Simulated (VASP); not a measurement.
# MoS2 (C2/m) in VASP: a series of runs, part 2 of 2

VASP 6.6.1. The steps go on from the part before.

### Step 3. Single point, PBE+D3(BJ) (atoms displaced along a vibrational mode, the cell strained)

Input file INCAR:

```
SYSTEM = MoS2
PREC = Accurate
ENCUT = 520
EDIFF = 1E-7
ISMEAR = 0
SIGMA = 0.15
LREAL = .False.
LASPH = .True.
NELM = 100
ALGO = Normal
ISIF = 2
LWAVE = .False.
LCHARG = .False.
GGA = PE
IVDW = 12
NBANDS = 20
```

Input file KPOINTS:

```
Automatic mesh
0
Gamma
  15 15 15
  0 0 0
```

Input file POSCAR:

```
MoS2
1.0
    1.5671157387      0.9364418079      5.9549887142
   -1.5671157387      0.9364418079      5.9549887142
    0.0000000000     -1.8728836157      5.9549887142
Mo S
1 2
Direct
    0.0000000000      0.0000000000      0.0000000000
    0.7315023783      0.7315023783      0.8061065869
    0.2684976217      0.2684976217      0.1938934131
```

Potentials or basis: VASP PAW PBE potentials, release 64 (Mo_sv, S).

Launch:

```console
> cat potpaw_PBE.64/Mo_sv/POTCAR potpaw_PBE.64/S/POTCAR > POTCAR
> mpirun -np 1 vasp_std > vasp.out
```

Wall time 17 min (1 thread of Intel Xeon 6975P-C (Granite Rapids), shared host); peak memory 1 GiB.

The run converged. Its results:

- Free energy: -22.0850 eV
- Pressure: -2.8 GPa
- Largest force: 1.045 eV/Å
- Band gap on the k mesh: zero (bands 13 and 14 overlap by 0.63 eV)
- Dispersion energy per atom: -0.434 eV

Forces on the atoms (eV/Å):
```
Mo   0.000  0.000  0.000
S    0.000  1.032 -0.163
S    0.000 -1.032  0.163
```

Stress tensor (GPa, compression positive):
```
  3.39   0.00   0.00
  0.00 -10.35   9.56
  0.00   9.56  -1.57
```

Levels at points of the mesh, in eV from the Fermi level:
```csv
k point,band 9,band 10,band 11,band 12,band 13,band 14,band 15,band 16,band 17,band 18
"(0.00, 0.00, 0.00)",-3.72,-1.46,-1.29,-0.87,-0.60,-0.24,0.05,2.52,3.40,6.21
```

Caveat: the cell differs from its parent crystal (atoms displaced along a vibrational mode, the cell strained); forces of over 1 eV/Å act on the atoms, so gaps and moduli don't describe the material at rest.

### Step 4. Single point, PBE+D3(BJ) (atoms displaced along a vibrational mode, the cell strained)

Input file INCAR:

```
SYSTEM = MoS2
ALGO     = Normal         ! electronic algorithm
EDIFF    = 1E-6           ! SCF threshold, eV
ENCUT    = 520            ! plane-wave cutoff, eV
GGA      = PE             ! functional
ISIF     = 2              ! what is computed and relaxed
ISMEAR   = 0              ! smearing method
IVDW     = 12             ! dispersion correction
LASPH    = .True.         ! aspherical terms in the spheres
LCHARG   = .False.        ! write CHGCAR
LREAL    = .False.        ! projectors in reciprocal space
LWAVE    = .False.        ! write WAVECAR
NBANDS   = 20             ! bands
NELM     = 100            ! most SCF steps
PREC     = Accurate       ! precision mode
SIGMA    = 0.15           ! smearing width, eV
```

Input file KPOINTS:

```
k-points
0
Gamma
  15 15 15
  0 0 0
```

Input file POSCAR:

```
MoS2
1.0
    1.5671157387      0.9364418079      5.9549887142
   -1.5671157387      0.9364418079      5.9549887142
    0.0000000000     -1.8728836157      5.9549887142
Mo S
1 2
Direct
    0.0000000000      0.0000000000      0.0000000000
    0.7439364130      0.7439364130      0.7812385173
    0.2560635870      0.2560635870      0.2187614827
```

Launch:

```console
> cat potpaw_PBE.64/Mo_sv/POTCAR potpaw_PBE.64/S/POTCAR > POTCAR
> mpirun -np 1 vasp_std > vasp.out
```

It took 33 min on 1 thread of AMD EPYC 9R45 (Zen 5), shared host; peak memory 0.97 GiB.

The run converged. Its results:

* Free energy: -22.2007 eV
* Pressure: -3.9 GPa
* Largest force: 0.694 eV/Å
* Band gap on the k mesh: zero (bands 13 and 14 overlap by 0.60 eV)
* Dispersion energy per atom: -0.434 eV

Forces in eV/Å, atoms in the order of the input:
```
Mo   0.000  0.000  0.000
S    0.000  0.615 -0.322
S    0.000 -0.615  0.322
```

Stress tensor (GPa, compression positive):
```
 0.92  0.00  0.00
 0.00 -9.51  5.72
 0.00  5.72 -3.17
```

Levels at points of the mesh, in eV from the Fermi level:
| k point | band 10 | band 11 | band 12 | band 13 | band 14 | band 15 | band 16 | band 17 |
| --- | --- | --- | --- | --- | --- | --- | --- | --- |
| (0.00, 0.00, 0.00) | -1.41 | -1.30 | -0.77 | -0.76 | -0.21 | 0.06 | 2.73 | 3.27 |

Caveat: the cell differs from its parent crystal (atoms displaced along a vibrational mode, the cell strained); the cell stands under tension.

### Step 5. Single point, PBE+D3(BJ) (atoms displaced along a vibrational mode)

Input file INCAR:

```
SYSTEM = MoS2
  PREC = Accurate
  ENCUT = 520
  EDIFF = 1E-6
  ISMEAR = 0
  SIGMA = 0.15
  LREAL = .False.
  LASPH = .True.
  NELM = 80
  ALGO = Normal
  ISIF = 2
  LWAVE = .False.
  LCHARG = .False.
  GGA = PE
  IVDW = 12
  NBANDS = 20
```

Input file KPOINTS:

```
Automatic mesh
0
Gamma
  15 15 15
  0 0 0
```

Input file POSCAR:

```
MoS2
1.0
    1.5671157387      0.9047746936      5.9549887142
   -1.5671157387      0.9047746936      5.9549887142
    0.0000000000     -1.8095493872      5.9549887142
Mo S
1 2
Direct
    0.0000000000      0.0000000000      0.0000000000
    0.7688044826      0.7688044826      0.7315023783
    0.2311955174      0.2311955174      0.2684976217
```

Potentials or basis: VASP PAW PBE potentials, release 64 (Mo_sv, S).

Launch:

```console
> cat potpaw_PBE.64/Mo_sv/POTCAR potpaw_PBE.64/S/POTCAR > POTCAR
> mpirun -np 1 vasp_std > vasp.out
```

OUTCAR:

```text
SYSTEM = MoS2
   PREC = Accurate
   ENCUT = 520
   EDIFF = 1E-6
   ISMEAR = 0
   LREAL = .False.
   LASPH = .True.
   NELM = 80
   ISIF = 2
   GGA = PE
   IVDW = 12
 IVDW          = 12

 ion  position               nearest neighbor table
   1  0.000  0.000  0.000-   2 2.37   3 2.37   2 2.44   2 2.44   3 2.44   3 2.44
   2  0.769  0.769  0.732-   1 2.37   1 2.44   1 2.44
   3  0.231  0.231  0.268-   1 2.37   1 2.44   1 2.44

  LATTYP: Found a trigonal (rhomboedric) cell.
 ALAT       =     6.2238540769
 COS(alpha) =     0.8732017275

  Lattice vectors:
[... 743 lines left out ...]

 Edisp (eV)   -1.34935

 E8    (eV) :    -0.5447

  FORCE on cell =-STRESS in cart. coord.  units (eV):
  Direction    XX          YY          ZZ          XY          YZ          ZX
  --------------------------------------------------------------------------------------
  -------------------------------------------------------------------------------------
  Total      -0.63485     0.72377     0.12118     0.00000    -1.74125     0.00000
  in kB     -20.07755    22.88949     3.83226     0.00000   -55.06772     0.00000
  external pressure =        2.21 kB  Pullay stress =        0.00 kB

 VOLUME and BASIS-vectors are now :
 -----------------------------------------------------------------------------
  energy-cutoff  :      520.00
  volume of cell :       50.66
      direct lattice vectors                 reciprocal lattice vectors
     1.567115739  0.904774694  5.954988714     0.319057481  0.184207923  0.055975477
    -1.567115739  0.904774694  5.954988714    -0.319057481  0.184207923  0.055975477
     0.000000000 -1.809549387  5.954988714     0.000000000 -0.368415845  0.055975477

 POSITION                                       TOTAL-FORCE (eV/Angst)
 -----------------------------------------------------------------------------------
      0.00000      0.00000      0.00000         0.000000     -0.000000     -0.000000
      0.00000      0.06750     13.51253         0.000000     -0.583238      0.033469
      0.00000     -0.06750      4.35243         0.000000      0.583238     -0.033469
 -----------------------------------------------------------------------------------
    total drift:                               -0.000000      0.000000      0.000000

  FREE ENERGIE OF THE ION-ELECTRON SYSTEM (eV)
  ---------------------------------------------------
  free  energy   TOTEN  =       -22.2628867852 eV

  energy  without entropy=      -22.2520977976  energy(sigma->0) =      -22.25749229
```

OSZICAR:

```text
N       E                     dE             d eps       ncg     rms          rms(c)
DAV:   1     0.180826910146E+03    0.18083E+03   -0.13543E+04 36216   0.124E+03
DAV:   2    -0.151253933748E+02   -0.19595E+03   -0.19073E+03 43536   0.317E+02
DAV:   3    -0.223393922621E+02   -0.72140E+01   -0.71256E+01 45220   0.565E+01
DAV:   4    -0.224190579134E+02   -0.79666E-01   -0.79588E-01 43512   0.624E+00
DAV:   5    -0.224202225411E+02   -0.11646E-02   -0.11645E-02 45492   0.736E-01    0.238E+01
DAV:   6    -0.215331891141E+02    0.88703E+00   -0.15647E+01 38448   0.209E+01    0.981E+00
DAV:   7    -0.210762384818E+02    0.45695E+00   -0.72539E+00 37376   0.135E+01    0.634E+00
DAV:   8    -0.209132623492E+02    0.16298E+00   -0.94256E-01 39600   0.517E+00    0.197E+00
DAV:   9    -0.209149504845E+02   -0.16881E-02   -0.27714E-02 42552   0.107E+00    0.635E-01
DAV:  10    -0.209136219430E+02    0.13285E-02   -0.12538E-02 40404   0.688E-01    0.164E-01
DAV:  11    -0.209135660674E+02    0.55876E-04   -0.60905E-04 41636   0.160E-01    0.514E-02
DAV:  12    -0.209135259400E+02    0.40127E-04   -0.15596E-04 40968   0.770E-02    0.439E-02
DAV:  13    -0.209135364659E+02   -0.10526E-04   -0.19733E-05 40156   0.269E-02    0.117E-02
DAV:  14    -0.209135364113E+02    0.54631E-07   -0.14575E-06 29072   0.711E-03
   1 F= -.22262887E+02 E0= -.22257492E+02  d E =-.107890E-01
```

stdout:

```text
POSCAR found type information on POSCAR MoS
 POSCAR found :  2 types and       3 ions
 scaLAPACK will be used
 LDA part: xc-table for (Slater+PW92), standard interpolation
 POSCAR, INCAR and KPOINTS ok, starting setup
 FFT: planning ... GRIDC
 FFT: planning ... GRID_SOFT
 FFT: planning ... GRID
 WAVECAR not read
 entering main loop
```

Wall time 74 min (1 thread of AMD EPYC 7R13, shared host); peak memory 0.95 GiB.

What came out:

```
Free energy                : -22.2629 eV
Pressure                   : 0.2 GPa
Largest force              : 0.584 eV/Å
Band gap on the k mesh     : zero (bands 13 and 14 overlap by 0.51 eV)
Dispersion energy per atom : -0.450 eV
```

Forces in eV/Å, atoms in the order of the input:
```
Mo   0.000  0.000  0.000
S    0.000 -0.583  0.033
S    0.000  0.583 -0.033
```

Caveat: the cell differs from its parent crystal (atoms displaced along a vibrational mode).

### Step 6. The runs side by side

| cell | gap on the mesh (eV) | pressure (GPa) | largest force (eV/Å) |
| --- | --- | --- | --- |
| a = 6.229, b = 6.229, c = 6.243 Å, angles 29.9, 29.9, 29.1°, 3 atoms, atomic positions A | none | -4.5 | 0.43 |
| a = 6.229, b = 6.229, c = 6.243 Å, angles 29.9, 29.9, 29.1°, 3 atoms, atomic positions B | none | -2.8 | 1.05 |
| a = 6.229, b = 6.229, c = 6.243 Å, angles 29.9, 29.9, 29.1°, 3 atoms, atomic positions C | none | -3.9 | 0.69 |
| a = 6.224 Å, angles 29.2°, 3 atoms, atomic positions D | none | 0.2 | 0.58 |

Alike in all rows: task single point; level PBE+D3(BJ); potentials or basis VASP PAW PBE potentials, release 64 (Mo_sv, S); no spin polarisation; k mesh 15 × 15 × 15; cutoff (eV) 520; smearing gaussian 0.15 eV.

Caveats: the cell stands under tension (at least some runs); forces of over 1 eV/Å act on the atoms, so gaps and moduli don't describe the material at rest (at least some runs).

Total energies depend on the potentials used, so only differences within one code and one set of settings carry meaning.
